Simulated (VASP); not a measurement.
# TiPb3O (Pm-3m) in VASP: single point with PBE

Aim: the single point of TiPb3O with PBE.

Program: VASP 6.6.1. These are calculated values, not measurements. Logs are shortened: lines on timing, memory, paths and dates and some standing lists are left out, and cuts for length are marked.

## Step 1: The cell of the first run

It takes space group Pm-3m (No. 221, cubic). Conventional cell: a = 4.985 Å, b = 4.985 Å, c = 4.985 Å, α = 90.00°, β = 90.00°, γ = 90.00°. Ti (site symmetry m-3m) has 12 Pb at 3.53 Å and 8 O at 4.32 Å within 4.6 Å. Within 3.3 Å of Pb (site symmetry 4/mmm) lie 2 O at 2.49 Å. O (site symmetry m-3m) has 6 Pb at 2.49 Å within 3.3 Å.

The cell was generated, and may not be a known phase.

## Step 2: Single point, PBE, collinear spin

The input, INCAR:

```
SYSTEM = TiPb3O
  ALGO = Normal
  EDIFF = 1E-7
  ENCUT = 520
  GGA = PE
  ISIF = 2
  ISMEAR = 0
  ISPIN = 2
  LASPH = .TRUE.
  LCHARG = .TRUE.
  LELF = .TRUE.
  LMAXMIX = 4
  LORBIT = 11
  LREAL = .FALSE.
  LVHAR = .TRUE.
  LWAVE = .FALSE.
  MAGMOM = 1 0 0 0 0
  NBANDS = 42
  NELM = 150
  PREC = Accurate
  SIGMA = 0.1
```

The input, KPOINTS:

```
k-points
0
G
  4 4 4
  0 0 0
```

The input, POSCAR:

```
TiPb3O
1.0
    4.9852889300      0.0000000000      0.0000000000
    0.0000000000      4.9852889300      0.0000000000
    0.0000000000      0.0000000000      4.9852889300
Ti Pb O
1 3 1
Direct
    0.0000000000      0.0000000000      0.0000000000
    0.0000000000      0.5000000000      0.5000000000
    0.5000000000      0.5000000000      0.0000000000
    0.5000000000      0.0000000000      0.5000000000
    0.5000000000      0.5000000000      0.5000000000
```

Potentials or basis: VASP PAW PBE potentials, release 64 (Ti_sv, Pb_d, O).

Command:

```console
$ cat potpaw_PBE.64/Ti_sv/POTCAR potpaw_PBE.64/Pb_d/POTCAR potpaw_PBE.64/O/POTCAR > POTCAR
$ mpirun -np 1 vasp_std > vasp.out
```

OUTCAR:

```text
SYSTEM = TiPb3O
   EDIFF = 1E-7
   ENCUT = 520
   GGA = PE
   ISIF = 2
   ISMEAR = 0
   ISPIN = 2
   LASPH = .TRUE.
   LORBIT = 11
   LREAL = .FALSE.
   NELM = 150
   PREC = Accurate

 ion  position               nearest neighbor table
   1  0.000  0.000  0.000-   2 3.53   3 3.53   4 3.53   2 3.53   4 3.53   2 3.53   3 3.53   2 3.53
                             3 3.53   4 3.53   4 3.53   3 3.53
   2  0.000  0.500  0.500-   5 2.49   5 2.49   4 3.53   1 3.53   1 3.53   3 3.53   1 3.53   4 3.53
                             1 3.53   3 3.53   4 3.53   3 3.53   3 3.53   4 3.53
   3  0.500  0.500  0.000-   5 2.49   5 2.49   4 3.53   1 3.53   2 3.53   4 3.53   2 3.53   1 3.53
                             4 3.53   4 3.53   1 3.53   2 3.53   2 3.53   1 3.53
   4  0.500  0.000  0.500-   5 2.49   5 2.49   3 3.53   1 3.53   1 3.53   3 3.53   2 3.53   3 3.53
                             2 3.53   3 3.53   1 3.53   2 3.53   1 3.53   2 3.53
   5  0.500  0.500  0.500-   2 2.49   3 2.49   4 2.49   3 2.49   4 2.49   2 2.49

  LATTYP: Found a simple cubic cell.
 ALAT       =     4.9852889300

  Lattice vectors:

 A1 = (   4.9852889300,   0.0000000000,   0.0000000000)
 A2 = (   0.0000000000,   4.9852889300,   0.0000000000)
 A3 = (   0.0000000000,   0.0000000000,   4.9852889300)

Analysis of symmetry for initial positions (statically):
=====================================================================
 Subroutine PRICEL returns:
 Original cell was already a primitive cell.

 Routine SETGRP: Setting up the symmetry group for a
 simple cubic supercell.

 Subroutine GETGRP returns: Found 48 space group operations
 (whereof 48 operations were pure point group operations)
 out of a pool of 48 trial point group operations.

The static configuration has the point symmetry O_h .

Analysis of symmetry for dynamics (positions and initial velocities):
=====================================================================
 Subroutine PRICEL returns:
 Original cell was already a primitive cell.

 Routine SETGRP: Setting up the symmetry group for a
 simple cubic supercell.

 Subroutine GETGRP returns: Found 48 space group operations
 (whereof 48 operations were pure point group operations)
 out of a pool of 48 trial point group operations.

The dynamic configuration has the point symmetry O_h .

Analysis of structural, dynamic, and magnetic symmetry:
=====================================================================
 Subroutine PRICEL returns:
 Original cell was already a primitive cell.

 Routine SETGRP: Setting up the symmetry group for a
 simple cubic supercell.

 Subroutine GETGRP returns: Found 48 space group operations
 (whereof 48 operations were pure point group operations)
 out of a pool of 48 trial point group operations.

[... 128 lines left out ...]
   NGX = 19   NGY = 19   NGZ = 19

 number of electron      59.9999999 magnetization       0.0000129

 number of electron      59.9999999 magnetization      -0.0000043

 Free energy of the ion-electron system (eV)
  ---------------------------------------------------
  ext. energy  EPLUGINS =         0.00000000
  ---------------------------------------------------
  free energy    TOTEN  =       -23.23008363 eV

  energy without entropy =      -23.19316298  energy(sigma->0) =      -23.21162331

 E-fermi :   6.5794     XC(G=0): -10.1535

 val. band max:        6.5648295747   @ k =   0.2500   0.2500   0.0000
 cond. band min:       6.5867647015   @ k =   0.5000   0.0000   0.0000
 fundamental gap:      0.0219351268
 Fermi energy:         6.5793856403

 spin component 1

 k-point     1 :       0.0000    0.0000    0.0000
  band No.  band energies     occupation
      1     -51.2977      1.00000
      2     -27.5422      1.00000
      3     -27.5422      1.00000
      4     -27.5422      1.00000
      5     -12.2526      1.00000
      6     -10.3380      1.00000
[... 439 lines left out ...]
     41      12.3402      0.00000
     42      15.5507      0.00000
 Fermi energy:         6.5793856403

 spin component 2

 k-point     1 :       0.0000    0.0000    0.0000
  band No.  band energies     occupation
      1     -51.2978      1.00000
      2     -27.5422      1.00000
      3     -27.5422      1.00000
      4     -27.5422      1.00000
      5     -12.2526      1.00000
      6     -10.3380      1.00000
[... 439 lines left out ...]
     41      12.3402      0.00000
     42      15.5507      0.00000

------------------------ aborting loop because EDIFF is reached ----------------------------------------

  FORCE on cell =-STRESS in cart. coord.  units (eV):
  Direction    XX          YY          ZZ          XY          YZ          ZX
  --------------------------------------------------------------------------------------
  -------------------------------------------------------------------------------------
  Total       -1.9169498     -1.9169498     -1.9169498      0.0000000      0.0000000     -0.0000000
  in kB      -24.7885043    -24.7885043    -24.7885043      0.0000000      0.0000000     -0.0000000
  external PRESSURE =     -24.7885043 kB  Pullay stress =       0.0000000 kB

 VOLUME and BASIS-vectors are now :
 -----------------------------------------------------------------------------
  energy-cutoff  :      520.00
  volume of cell :      123.90
      direct lattice vectors                 reciprocal lattice vectors
     4.985288930  0.000000000  0.000000000     0.200590179  0.000000000  0.000000000
     0.000000000  4.985288930  0.000000000     0.000000000  0.200590179  0.000000000
     0.000000000  0.000000000  4.985288930     0.000000000  0.000000000  0.200590179

 POSITION                                       TOTAL-FORCE (eV/Angst)
 -----------------------------------------------------------------------------------
      0.00000      0.00000      0.00000         0.000000      0.000000      0.000000
      0.00000      2.49264      2.49264         0.000000      0.000000      0.000000
      2.49264      2.49264      0.00000         0.000000      0.000000      0.000000
      2.49264      0.00000      2.49264         0.000000      0.000000      0.000000
      2.49264      2.49264      2.49264         0.000000      0.000000      0.000000
 -----------------------------------------------------------------------------------
    total drift:                               -0.000000     -0.000000     -0.000000

  FREE ENERGIE OF THE ION-ELECTRON SYSTEM (eV)
  ---------------------------------------------------
  free  energy   TOTEN  =       -23.2300836322 eV

  energy  without entropy=      -23.1931629807  energy(sigma->0) =      -23.21162331

 total charge

# of ion       s       p       d       tot
------------------------------------------
    1        2.150   5.995   1.835   9.979
    2        1.384   0.689   9.836  11.909
    3        1.384   0.689   9.836  11.909
    4        1.384   0.689   9.836  11.909
    5        1.588   3.354   0.000   4.943
--------------------------------------------------
tot          7.891  11.417  31.341  50.649

 magnetization (x)

# of ion       s       p       d       tot
------------------------------------------
    1       -0.000  -0.000  -0.000  -0.000
    2       -0.000   0.000   0.000   0.000
    3       -0.000   0.000   0.000   0.000
    4       -0.000   0.000   0.000   0.000
    5       -0.000  -0.000   0.000  -0.000
--------------------------------------------------
tot         -0.000   0.000  -0.000  -0.000
```

stdout:

```text
POSCAR found type information on POSCAR TiPbO
 POSCAR found :  3 types and       5 ions
 scaLAPACK will be used
 LDA part: xc-table for (Slater+PW92), standard interpolation
 POSCAR, INCAR and KPOINTS ok, starting setup
 FFT: planning ... GRIDC
 FFT: planning ... GRID_SOFT
 FFT: planning ... GRID
 WAVECAR not read
 entering main loop
```

It took 3 min on 1 thread of AMD EPYC 7R13 (Zen 3), shared host; peak memory 0.29 GiB.

Results:

* Free energy: -23.2301 eV
* Pressure: -2.5 GPa
* Band gap on the k mesh: zero (filled and empty bands overlap)
* Net moment: 0.00 μB per cell
* Valence electrons inside the program's atomic spheres: Ti 9.98; Pb 11.91; O 4.94

Caveat: spin-orbit coupling is left out, which moves the levels of the heavy elements.

The gap in the log of VASP goes by the Fermi energy; the results here count the filled bands.